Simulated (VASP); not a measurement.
A run of VASP 6.6.1:

INCAR

```
SYSTEM = Mn
ALGO = Normal
EDIFF = 1E-7
ENCUT = 520
GGA = RP
ISIF = 2
ISMEAR = -1
LASPH = .True.
LCHARG = .True.
LELF = .True.
LREAL = .False.
LVHAR = .True.
LWAVE = .False.
NBANDS = 12
NELM = 100
PREC = Accurate
SIGMA = 0.1
```

The input KPOINTS:

```
k-points
0
Gamma
  17 17 17
  0 0 0
```

Contents of POSCAR:

```
Mn
1.0
    0.0000000000      1.8317464617      1.8317464617
    1.8317464617      0.0000000000      1.8317464617
    1.8317464617      1.8317464617      0.0000000000
Mn
1
Direct
    0.0000000000      0.0000000000      0.0000000000
```

Potentials or basis: VASP PAW PBE potentials, release 64 (Mn_pv).

Command:

```console
$ cat potpaw_PBE.64/Mn_pv/POTCAR > POTCAR
$ mpirun -np 1 vasp_std > vasp.out
```

Hardware: 1 thread of AMD EPYC 7R13 Processor (Zen 3) (shared host).

Q: Estimate the wall time of this run.

A: Wall time 20 s on 1 thread of AMD EPYC 7R13 Processor (Zen 3), with other jobs on the host, peak memory 0.11 GiB. Counts: scf iterations 14, k points 165.
